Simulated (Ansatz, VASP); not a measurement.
# WC: VASP beside Ansatz

The input INCAR:

```
SYSTEM = WC
  PREC = Accurate
  ENCUT = 520
  EDIFF = 1E-6
  ISMEAR = 0
  SIGMA = 0.15
  LREAL = .FALSE.
  LASPH = .TRUE.
  NELM = 80
  ALGO = Normal
  ISIF = 2
  LWAVE = .FALSE.
  LCHARG = .FALSE.
  GGA = PS
  NBANDS = 16
```

The input KPOINTS:

```
regular mesh
0
G
  24 24 22
  0 0 0
```

Contents of POSCAR:

```
WC
1.0
    2.8984136670      0.0000000000      0.0000000000
   -1.4492068335      2.5100998663      0.0000000000
    0.0000000000      0.0000000000      2.8276119036
W C
1 1
Direct
    0.0000000000      0.0000000000      0.0034658568
    0.6666666667      0.3333333333      0.4469517016
```

Input for Ansatz:

```yaml
crystal:
  lattice:
    - [2.898413667, 0.0, 0.0]
    - [-1.4492068335, 2.5100998663, 0.0]
    - [0.0, 0.0, 2.8276119036]
  atoms:
    - { symbol: W, position: [0.0, 0.0, 0.0034658568] }
    - { symbol: C, position: [0.6666666667, 0.3333333333, 0.4469517016] }
basis:
  ecutwfc: 420
kpoints:
  mp_grid: { grid: [24, 24, 22] }
hamiltonian:
  xc: pbesol
scf:
  occupations: { method: gaussian, width: 0.15 }
output:
  forces: true
  stress: true
  eigenvalues: true
```

Change from the starting cell: mode 4 (591.2 1/cm) frozen in, largest displacement -0.150 Å.

Alike in both runs: task single point; functional PBEsol; k mesh 24 × 24 × 22; occupations gaussian, width 0.15 eV; no spin polarisation.

```csv
,VASP,Ansatz
version,VASP 6.6.1,Ansatz 0.2.0
potentials or method,"VASP PAW PBE potentials, release 64 (W_sv, C), cutoff 520 eV","scalar-relativistic, plane waves, PAW"
valence electrons in the cell,18,18
```

|  | VASP | Ansatz | Ansatz less VASP |
| --- | --- | --- | --- |
| gap on the k mesh at the Fermi level (eV) | none | none | - |
| pressure (GPa) | 7.2 | 5.9 | -1.36 |
| traceless stress, the component that is largest in VASP (GPa) | 1.62 | 1.42 | -0.191 |
| rms of the force components (eV/Å) | 1.414 | 1.399 | -0.0148 |

VASP's potentials were made for PBE, not for PBEsol. Atom by atom the forces differ by 0.015 eV/Å (rms over components). A gap of «none» marks a metal or a gap that the smearing closes. The functional is the same, so the differences come from potentials, cutoffs and numerics.

Neither program's run includes spin-orbit coupling.
